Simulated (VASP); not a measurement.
Write the native input for VASP 6.6.1 that does the following.

- Task: single point
- Functional: PBEsol
- Potentials or basis: VASP PAW PBE potentials, release 64 (Ag)
- Cutoff: 500 eV
- k mesh: 6 × 6 × 6
- Occupations: gaussian, width 0.1 eV
- Spin: no spin polarisation
- Dipole correction: no
- Further INCAR settings: ALGO = Normal; EDIFF = 1e-06; NBANDS = 18

The structure of Ag lies in POSCAR:

```
Ag
1.0
    1.7811574777      1.0283517492      3.3029429939
   -1.7811574777      1.0283517492      3.3029429939
    0.0000000000     -2.0567034984      3.3029429939
Ag
2
Direct
    0.2275400000      0.2275400000      0.2275400000
    0.7724600000      0.7724600000      0.7724600000
```

One way to write it, as run:

INCAR

```
PREC     = Accurate       # precision mode
ENCUT    = 500            # plane-wave cutoff, eV
EDIFF    = 1E-6           # SCF threshold, eV
ISMEAR   = 0              # smearing method
SIGMA    = 0.1            # smearing width, eV
LREAL    = F              # projectors in reciprocal space
LASPH    = T              # aspherical terms in the spheres
NELM     = 120            # most SCF steps
ALGO     = Normal         # electronic algorithm
ISIF     = 2              # what is computed and relaxed
LWAVE    = F              # write WAVECAR
LCHARG   = F              # write CHGCAR
GGA      = PS             # functional
NBANDS   = 18             # bands
GGA_COMPAT= F
```

KPOINTS

```
Automatic mesh
0
Gamma
  6 6 6
```

Potentials or basis: VASP PAW PBE potentials, release 64 (Ag).

The run is started by

```bash
$ cat potpaw_PBE.64/Ag/POTCAR > POTCAR
$ mpirun -np 1 vasp_std > vasp.out
```

It gave:

```json
{
 "Pressure": "19.6 GPa",
 "Largest force": "4.235 eV/Å",
 "Band gap on the k mesh": "zero (band 11 reaches 7.81 eV, above the bottom of band 12 at 5.75 eV)"
}
```

Caveat: the PAW data sets were made with another functional, which shifts forces and pressure a little.

Wall time 34 s on 1 thread of Intel Xeon 8259CL, with other jobs on the host, peak memory 0.16 GiB.
